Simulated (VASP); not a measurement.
# CoSi (Pm-3m) in VASP: single point with r2SCAN50

Aim: the single point of CoSi with r2SCAN50.

All numbers are computed with VASP 6.6.1; they aren't measurements. Logs are shortened: lines on timing, memory, paths and dates and some standing lists are left out, and cuts for length are marked.

### 1 The cell of the first run

Symmetry: Pm-3m, No. 221, cubic system. The conventional cell has a = 2.781 Å, b = 2.781 Å, c = 2.781 Å, α = 90.00°, β = 90.00°, γ = 90.00°. Co (site symmetry m-3m) has 8 Si at 2.41 Å and 6 Co at 2.78 Å within 3.2 Å. Within 3.2 Å of Si (site symmetry m-3m) lie 8 Co at 2.41 Å and 6 Si at 2.78 Å.

### 2 Single point, r2SCAN50, collinear spin, ferromagnetic start

Input file POSCAR:

```
CoSi
1.0
    2.7813340000      0.0000000000      0.0000000000
    0.0000000000      2.7813340000      0.0000000000
    0.0000000000      0.0000000000      2.7813340000
Co Si
1 1
Direct
    0.0000000000      0.0000000000      0.0000000000
    0.5000000000      0.5000000000      0.5000000000
```

Input file INCAR.step1:

```
SYSTEM = CoSi
PREC = Accurate
ENCUT = 520
EDIFF = 1E-5
ISMEAR = -1
SIGMA = 0.05
LREAL = .FALSE.
LASPH = .TRUE.
NELM = 150
ALGO = Normal
ISIF = 2
LWAVE = .TRUE.
LCHARG = .FALSE.
ISPIN = 2
MAGMOM = 2 0
LORBIT = 11
LMAXMIX = 4
GGA = PE
NBANDS = 18
```

Input file INCAR.step2:

```
SYSTEM = CoSi
PREC = Accurate
ENCUT = 520
EDIFF = 1E-6
ISMEAR = -1
SIGMA = 0.05
LREAL = .FALSE.
LASPH = .TRUE.
NELM = 150
ALGO = Normal
ISIF = 2
LWAVE = .FALSE.
LCHARG = .FALSE.
ISPIN = 2
MAGMOM = 2 0
LORBIT = 11
LMAXMIX = 4
METAGGA = R2SCAN
LHFCALC = .TRUE.
AEXX = 0.5
LMIXTAU = .TRUE.
PRECFOCK = Normal
ISTART = 1
NBANDS = 18
```

Input file KPOINTS:

```
Automatic mesh
0
G
  5 5 5
  0 0 0
```

Potentials or basis: VASP PAW PBE potentials, release 64 (Co, Si).

Started as:

```
$ cat potpaw_PBE.64/Co/POTCAR potpaw_PBE.64/Si/POTCAR > POTCAR
$ cp INCAR.step1 INCAR
$ mpirun -np 1 vasp_std > vasp.out
$ cp INCAR.step2 INCAR
$ mpirun -np 1 vasp_std > vasp.out
```

OUTCAR:

```text
SYSTEM = CoSi
   PREC = Accurate
   ENCUT = 520
   EDIFF = 1E-6
   ISMEAR = -1
   LREAL = .FALSE.
   LASPH = .TRUE.
   NELM = 150
   ISIF = 2
   ISPIN = 2
   LORBIT = 11
   METAGGA = R2SCAN
   LHFCALC = .TRUE.
   AEXX = 0.5
   PRECFOCK = Normal
   ISTART = 1

 ion  position               nearest neighbor table
   1  0.000  0.000  0.000-   2 2.41   2 2.41   2 2.41   2 2.41   2 2.41   2 2.41   2 2.41   2 2.41

   2  0.500  0.500  0.500-   1 2.41   1 2.41   1 2.41   1 2.41   1 2.41   1 2.41   1 2.41   1 2.41

  LATTYP: Found a simple cubic cell.
 ALAT       =     2.7813340000

  Lattice vectors:

 A1 = (   2.7813340000,   0.0000000000,   0.0000000000)
 A2 = (   0.0000000000,   2.7813340000,   0.0000000000)
 A3 = (   0.0000000000,   0.0000000000,   2.7813340000)

Analysis of symmetry for initial positions (statically):
=====================================================================
 Subroutine PRICEL returns:
 Original cell was already a primitive cell.

 Routine SETGRP: Setting up the symmetry group for a
 simple cubic supercell.

 Subroutine GETGRP returns: Found 48 space group operations
 (whereof 48 operations were pure point group operations)
 out of a pool of 48 trial point group operations.

The static configuration has the point symmetry O_h .

Analysis of symmetry for dynamics (positions and initial velocities):
=====================================================================
 Subroutine PRICEL returns:
 Original cell was already a primitive cell.

 Routine SETGRP: Setting up the symmetry group for a
 simple cubic supercell.

 Subroutine GETGRP returns: Found 48 space group operations
 (whereof 48 operations were pure point group operations)
 out of a pool of 48 trial point group operations.

The dynamic configuration has the point symmetry O_h .

Analysis of structural, dynamic, and magnetic symmetry:
=====================================================================
 Subroutine PRICEL returns:
 Original cell was already a primitive cell.

 Routine SETGRP: Setting up the symmetry group for a
 simple cubic supercell.

 Subroutine GETGRP returns: Found 48 space group operations
 (whereof 48 operations were pure point group operations)
 out of a pool of 48 trial point group operations.

The overall configuration has the point symmetry O_h .

 Subroutine INISYM returns: Found 48 space group operations
 (whereof 48 operations are pure point group operations),
 and found     1 'primitive' translations

----------------------------------------------------------------------------------------

                                     Primitive cell

  volume of cell :      21.5159

  direct lattice vectors                    reciprocal lattice vectors
     2.781334000  0.000000000  0.000000000     0.359539703  0.000000000  0.000000000
     0.000000000  2.781334000  0.000000000     0.000000000  0.359539703  0.000000000
     0.000000000  0.000000000  2.781334000     0.000000000  0.000000000  0.359539703

  length of vectors
     2.781334000  2.781334000  2.781334000     0.359539703  0.359539703  0.359539703

  position of ions in fractional coordinates (direct lattice)
     0.000000000  0.000000000  0.000000000
     0.500000000  0.500000000  0.500000000

  ion indices of the primitive-cell ions
   primitive index   ion index
                 1           1
                 2           2

----------------------------------------------------------------------------------------

 KPOINTS: Automatic mesh

Automatic generation of k-mesh.
 Grid dimensions read from file:
 generate k-points for:    5    5    5

 Generating k-lattice:

  Cartesian coordinates                     Fractional coordinates (reciprocal lattice)
     0.071907941  0.000000000  0.000000000     0.200000000  0.000000000  0.000000000
     0.000000000  0.071907941  0.000000000     0.000000000  0.200000000  0.000000000
     0.000000000  0.000000000  0.071907941     0.000000000  0.000000000  0.200000000

  Length of vectors
     0.071907941  0.071907941  0.071907941

  Shift w.r.t. Gamma in fractional coordinates (k-lattice)
     0.000000000  0.000000000  0.000000000

 Subroutine IBZKPT returns following result:
 ===========================================

 Found     10 irreducible k-points:

 Following reciprocal coordinates:
            Coordinates               Weight
  0.000000  0.000000  0.000000      1.000000
  0.200000  0.000000  0.000000      6.000000
  0.400000  0.000000  0.000000      6.000000
  0.200000  0.200000  0.000000     12.000000
  0.400000  0.200000  0.000000     24.000000
  0.400000  0.400000  0.000000     12.000000
  0.200000  0.200000  0.200000      8.000000
  0.400000  0.200000  0.200000     24.000000
  0.400000  0.400000  0.200000     24.000000
  0.400000  0.400000  0.400000      8.000000
   k-points           NKPTS =     10   k-points in BZ     NKDIM =    125   number of bands    NBANDS=     18
   number of dos      NEDOS =    301   number of ions     NIONS =      2
   total plane-waves  NPLWV =  13824
   dimension x,y,z NGX =    24 NGY =   24 NGZ =   24
   dimension x,y,z NGXF=    48 NGYF=   48 NGZF=   48
   ions per type =               1   1
   NGX,Y,Z   is equivalent  to a cutoff of  14.35, 14.35, 14.35 a.u.
   NGXF,Y,Z  is equivalent  to a cutoff of  28.69, 28.69, 28.69 a.u.
 SYSTEM =  CoSi
   PREC   = accura    normal or accurate (medium, high low for compatibility)
   ISTART =      1    job   : 0-new  1-cont  2-samecut
   ICHARG =      0    charge: 1-file 2-atom 10-const
   ISPIN  =      2    spin polarized calculation?
   LNONCOLLINEAR =      F non collinear calculations
   LSORBIT =      F    spin-orbit coupling
   LASPH  =      T    aspherical Exc in radial PAW
   ENCUT  =  520.0 eV  38.22 Ry    6.18 a.u.   5.17  5.17  5.17*2*pi/ulx,y,z
   NELM   =    150;   NELMIN=  2; NELMDL=  0     # of ELM steps
   EDIFF  = 0.1E-05   stopping-criterion for ELM
   LREAL  =      F    real-space projection
   EDIFFG = 0.1E-04   stopping-criterion for IOM
   NSW    =      0    number of steps for IOM
   IBRION =     -1    ionic relax: 0-MD 1-quasi-New 2-CG
   NFREE  =      0    steps in history (QN), initial steepest desc. (CG)
   ISIF   =      2    stress and relaxation
   ISYM   =      3    0-nonsym 1-usesym 2-fastsym
   POTIM  = 0.5000    time-step for ionic-motion
   TEBEG  =    0.0;   TEEND  =   0.0 temperature during run
   PSTRESS=    0.0 pullay stress
   NELECT =      13.0000    total number of electrons
   NUPDOWN=      -1.0000    fix difference up-down
   EMIN   =  10.00;   EMAX   =-10.00  energy-range for DOS
   EFERMI =   0.00;   METHOD = LEGACY
   ISMEAR =    -1;   SIGMA  =   0.05  broadening in eV -4-tet -1-fermi 0-gaus
   EFERMI_NEDOS =   21; number of points for ismear=-14 and -15
   IALGO  =     38    algorithm
   IMIX   =      1    mixing-type and parameters
     AMIX     =   0.40;   BMIX     =  1.00
     AMIX_MAG =   1.60;   BMIX_MAG =  1.00
  volume/ion in A,a.u.               =      10.76        72.60
  Fermi-wavevector in a.u.,A,eV,Ry     =   1.384000  2.615381 26.061367  1.915456
  Thomas-Fermi vector in A             =   2.508545
   LORBIT       =     11    0 simple, 1 ext, 2 COOP (PROOUT), +10 PAW based schemes
   METAGGA = R2SCAN    functional components
   LHFCALC =     T    Hartree Fock is set to
   PRECFOCK=normal    Normal, Fast or Accurate (Low or Medium for compatibility)
   ENCUT4O =  -1.0   cutoff for four orbital integrals eV
   NKREDX  =     1    reduce k-point grid by
   NKREDY  =     1    reduce k-point grid by
   NKREDZ  =     1    reduce k-point grid by
   AEXX    =    0.5000 exact exchange contribution
   HFSCREEN=    0.0000 screening length (either q_TF or 0.3 A-1)
   HFSCREENC=   0.0000 screening length for correlation (either q_TF or 0.3 A-1)
   ENCUTFOCK=  -1.0 apply spherical cutoff to Coloumb kernel
   IVDW    =     0    specifies the selected vdW correction
   LEPSILON=     F    determine dielectric tensor
   LRPA    =     F    only Hartree local field effects (RPA)
 spin polarized calculation
  energy-cutoff  :      520.00
  volume of cell :       21.52
 maximum number of plane-waves:       588
 NGX is ok and might be reduce to    24
  NGX = 16; NGY = 16; NGZ = 16

 number of electron      13.0000002 magnetization       0.8720001

 Free energy of the ion-electron system (eV)
  ---------------------------------------------------
  ext. energy  EPLUGINS =         0.00000000
  ---------------------------------------------------
  free energy    TOTEN  =       -27.43637332 eV

  energy without entropy =      -27.43495541  energy(sigma->0) =      -27.43566436

 E-fermi :  13.9216     XC(G=0):  -7.6286

 val. band max:       12.2042051405   @ k =   0.4000   0.4000   0.4000
 cond. band min:      14.0257234925   @ k =   0.2000   0.2000   0.2000
 fundamental gap:      1.8215183521
 Fermi energy:        13.9216353292

 spin component 1

 k-point     1 :       0.0000    0.0000    0.0000
  band No.  band energies     occupation
      1      -5.8137      1.00000
      2       3.0346      1.00000
      3       3.0396      1.00000
      4       6.9349      1.00000
      5       6.9392      1.00000
      6       6.9427      1.00000
[... 10 lines left out ...]
     17      39.9150      0.00000
     18      39.9151      0.00000

 k-point     2 :       0.2000    0.0000    0.0000
  band No.  band energies     occupation
      1      -4.8774      1.00000
      2       3.0701      1.00000
      3       3.2067      1.00000
      4       6.4469      1.00000
      5       6.4517      1.00000
      6       6.9662      1.00000
[... 10 lines left out ...]
     17      36.9148      0.00000
     18      41.5226      0.00000
[... 148 lines left out ...]
 k-point    10 :       0.4000    0.4000    0.4000
  band No.  band energies     occupation
      1       1.8573      1.00000
      2       3.1355      1.00000
      3       3.1379      1.00000
      4       5.4018      1.00000
      5       5.4088      1.00000
      6       9.6020      1.00000
[... 10 lines left out ...]
     17      45.6911      0.00000
     18      45.9420      0.00000
 Fermi energy:        13.9216353292

 spin component 2

 k-point     1 :       0.0000    0.0000    0.0000
  band No.  band energies     occupation
      1      -6.4732      1.00000
      2       8.2416      1.00000
      3       8.2418      1.00000
      4       8.2418      1.00000
      5       8.8217      1.00000
      6       8.8237      1.00000
[... 10 lines left out ...]
     17      39.3714      0.00000
     18      39.3723      0.00000

 k-point     2 :       0.2000    0.0000    0.0000
  band No.  band energies     occupation
      1      -5.5314      1.00000
      2       6.6009      1.00000
      3       7.6019      1.00000
      4       7.6021      1.00000
      5       8.2864      1.00000
      6       9.2998      1.00000
[... 10 lines left out ...]
     17      36.9402      0.00000
     18      41.2657      0.00000
[... 148 lines left out ...]
 k-point    10 :       0.4000    0.4000    0.4000
  band No.  band energies     occupation
      1       1.8750      1.00000
      2       3.5003      1.00000
      3       3.5019      1.00000
      4       9.2610      1.00000
      5      11.3157      1.00000
      6      11.3160      1.00000
[... 10 lines left out ...]
     17      45.5267      0.00000
     18      45.9345      0.00000

------------------------ aborting loop because EDIFF is reached ----------------------------------------

  FORCE on cell =-STRESS in cart. coord.  units (eV):
  Direction    XX          YY          ZZ          XY          YZ          ZX
  --------------------------------------------------------------------------------------
  -------------------------------------------------------------------------------------
  Total       -1.1545265     -1.1545265     -1.1545265     -0.0000000      0.0000000      0.0000000
  in kB      -85.9716071    -85.9716071    -85.9716071     -0.0000000      0.0000000      0.0000000
  external PRESSURE =     -85.9716071 kB  Pullay stress =       0.0000000 kB

 VOLUME and BASIS-vectors are now :
 -----------------------------------------------------------------------------
  energy-cutoff  :      520.00
  volume of cell :       21.52
      direct lattice vectors                 reciprocal lattice vectors
     2.781334000  0.000000000  0.000000000     0.359539703  0.000000000  0.000000000
     0.000000000  2.781334000  0.000000000     0.000000000  0.359539703  0.000000000
     0.000000000  0.000000000  2.781334000     0.000000000  0.000000000  0.359539703

 POSITION                                       TOTAL-FORCE (eV/Angst)
 -----------------------------------------------------------------------------------
      0.00000      0.00000      0.00000         0.000000      0.000000      0.000000
      1.39067      1.39067      1.39067         0.000000      0.000000      0.000000
 -----------------------------------------------------------------------------------
    total drift:                               -0.000000     -0.000000     -0.000000

  FREE ENERGIE OF THE ION-ELECTRON SYSTEM (eV)
  ---------------------------------------------------
  free  energy   TOTEN  =       -27.4363733213 eV

  energy  without entropy=      -27.4349554055  energy(sigma->0) =      -27.43566436

 total charge

# of ion       s       p       d       tot
------------------------------------------
    1        0.437   0.675   7.580   8.691
    2        0.741   0.851   0.000   1.592
--------------------------------------------------
tot          1.177   1.526   7.580  10.283

 magnetization (x)

# of ion       s       p       d       tot
------------------------------------------
    1       -0.031  -0.094   1.284   1.159
    2       -0.001  -0.003   0.000  -0.003
--------------------------------------------------
tot         -0.032  -0.096   1.284   1.156
```

It took 42 min on 1 thread of Oxide Virtual Turin-like, shared host; peak memory 0.13 GiB.

What came out:

* Free energy: -27.4364 eV
* Pressure: -8.6 GPa
* Net moment: 0.87 μB per cell
* Site moments: Co +1.16; Si -0.00 μB
* Valence electrons inside the program's atomic spheres: Co 8.69; Si 1.59

Caveat: the k points lie up to 0.45 Å⁻¹ apart; the PAW data sets were made with another functional, which shifts forces and pressure a little.
